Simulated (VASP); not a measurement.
Wanted: the native input for a VASP 6.6.1 run.

* Task: single point
* Functional: r2SCAN
* Potentials or basis: VASP PAW PBE potentials, release 64 (C, O)
* Cutoff: 520 eV
* k mesh: 6 × 6 × 6
* Occupations: gaussian, width 0.1 eV
* Spin: no spin polarisation
* Dipole correction: no
* Further INCAR settings: ALGO = Normal; EDIFF = 1e-07; NBANDS = 12

Crystal: CO.

```
C O
1.0
     2.49290    0.00000    0.00000
     0.00000    2.49290    0.00000
     0.00000    0.00000    2.49290
C O
1 1
Direct
  0.00000 0.00000 0.00000
  0.50000 0.50000 0.50000
```

These files were run (other wordings do the same):

POSCAR

```
CO
1.0
    2.4929045836      0.0000000000      0.0000000000
    0.0000000000      2.4929045836      0.0000000000
    0.0000000000      0.0000000000      2.4929045836
C O
1 1
Direct
    0.0000000000      0.0000000000      0.0000000000
    0.5000000000      0.5000000000      0.5000000000
```

INCAR.step1

```
PREC     = Accurate       # precision mode
ENCUT    = 520            # plane-wave cutoff, eV
ISMEAR   = 0              # smearing method
SIGMA    = 0.1            # smearing width, eV
LREAL    = F              # projectors in reciprocal space
LASPH    = T              # aspherical terms in the spheres
NELM     = 80             # most SCF steps
NBANDS   = 12             # bands
GGA      = PE             # functional
ALGO     = Normal         # electronic algorithm
EDIFF    = 1E-4           # SCF threshold, eV
LWAVE    = T              # write WAVECAR
LCHARG   = F              # write CHGCAR
```

INCAR.step2

```
PREC     = Accurate       # precision mode
ENCUT    = 520            # plane-wave cutoff, eV
EDIFF    = 1E-7           # SCF threshold, eV
ISMEAR   = 0              # smearing method
SIGMA    = 0.1            # smearing width, eV
LREAL    = F              # projectors in reciprocal space
LASPH    = T              # aspherical terms in the spheres
NELM     = 80             # most SCF steps
ALGO     = Normal         # electronic algorithm
ISIF     = 2              # what is computed and relaxed
LWAVE    = F              # write WAVECAR
LCHARG   = F              # write CHGCAR
METAGGA  = R2SCAN         # meta-GGA
LMIXTAU  = T            
NBANDS   = 12             # bands
ISTART   = 1
```

KPOINTS

```
regular mesh
0
Gamma
  6 6 6
```

Potentials or basis: VASP PAW PBE potentials, release 64 (C, O).

Launch:

```console
$ cat potpaw_PBE.64/C/POTCAR potpaw_PBE.64/O/POTCAR > POTCAR
$ cp INCAR.step1 INCAR
$ mpirun -np 1 vasp_std > vasp.out
$ cp INCAR.step2 INCAR
$ mpirun -np 1 vasp_std > vasp.out
```

Results of the run:

```json
{"Pressure": "-0.2 GPa", "Band gap on the k mesh": "zero (band 5 reaches 4.91 eV, above the bottom of band 6 at 3.09 eV)"}
```

Caveat: the k points lie up to 0.42 Å⁻¹ apart; the PAW data sets were made with another functional, which shifts forces and pressure a little.

Wall time 15 s on 1 thread of Intel(R) Xeon(R) Platinum 8259CL CPU @ 2.50GHz (Skylake/Cascade Lake) (shared host), peak memory 0.12 GiB.
